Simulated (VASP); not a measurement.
# NaCl: single point with PBE

NaCl:

```
Na Cl
1.0
    -0.06609    2.79266    2.79266
     2.79266   -0.06609    2.79266
     2.79266    2.79266   -0.06609
Na Cl
1 1
Cartesian
  0.0000 0.0000 0.0000
  2.7596 2.7596 2.7596
```

This cell differs from its parent crystal: epitaxial 111 strain +2.0%.

```
Program                : VASP 6.6.1
Task                   : single point
Functional             : PBE
Potentials or basis    : VASP PAW PBE potentials, release 64 (Na_pv, Cl)
Cutoff                 : 520 eV
k mesh                 : 4 × 4 × 4
Occupations            : gaussian, width 0.01 eV
Spin                   : no spin polarisation
Dipole correction      : no
Further INCAR settings : ALGO = Normal; EDIFF = 1e-06; NBANDS = 14
```

* Pressure: 0.6 GPa
* Band gap on the k mesh: 4.99 eV, direct

Stress tensor (GPa, compression positive):
```
0.59 0.28 0.28
0.28 0.59 0.28
0.28 0.28 0.59
```

Levels at points of the mesh, in eV from the valence-band top:
| k point | band 5 | band 6 | band 7 | band 8 | band 9 | band 10 |
| --- | --- | --- | --- | --- | --- | --- |
| (0.00, 0.00, 0.00) | -0.12 | -0.12 | 0.00 | 4.99 | 10.87 | 10.87 |
| (0.50, 0.00, 0.00) | -2.00 | -0.36 | -0.28 | 7.20 | 10.40 | 10.80 |
| (0.50, 0.50, 0.00) | -1.73 | -0.74 | -0.61 | 7.41 | 8.02 | 11.18 |
| (0.50, 0.50, 0.50) | -1.96 | -0.42 | -0.42 | 7.10 | 10.68 | 10.68 |

It took 5.7 s on 1 thread of Intel(R) Xeon(R) 6975P-C (Granite Rapids), on a shared host, peak memory 0.15 GiB.

Caveat: the k points lie up to 0.48 Å⁻¹ apart; the cell differs from its parent crystal (epitaxial 111 strain +2.0%).
